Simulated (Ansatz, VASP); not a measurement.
Two plane-wave programs on BaTiO3

```xyz
5
Lattice="3.9323 0.0000 0.0000 0.0000 3.9323 0.0000 0.0000 0.0000 4.1792" Properties=species:S:1:pos:R:3 pbc="T T T"
Ba    1.9662    1.9662    2.4591
Ti    0.0000    0.0000    0.4488
O     0.0000    1.9662    0.2563
O     1.9662    0.0000    0.2563
O     0.0000    0.0000    2.2633
```

Change from the starting cell: epitaxial_xy strain -1.0%.

Alike in both runs: task single point; functional PBE; k mesh 6 × 6 × 6; occupations fermi-dirac, width 0.02 eV; no spin polarisation.

|  | VASP | Ansatz |
| --- | --- | --- |
| version | VASP 6.6.1 | Ansatz 0.2.0 |
| potentials or method | VASP PAW PBE potentials, release 64 (Ba_sv, Ti_sv, O) | plane waves, PAW |
| plane-wave cutoff (eV) | 520 | 420 |
| valence electrons in the cell | 40 | 40 |

```tsv
	VASP	Ansatz	Ansatz less VASP
gap on the k mesh at the Fermi level (eV)	1.84	1.89	+0.057
pressure (GPa)	6.8	5.0	-1.77
traceless stress, the component that is largest in VASP (GPa)	-1.77	-1.74	+0.033
rms of the force components (eV/Å)	0.067	0.044	-0.0224
```

Atom by atom the forces differ by 0.030 eV/Å (rms over components).

Spin-orbit coupling is off throughout.
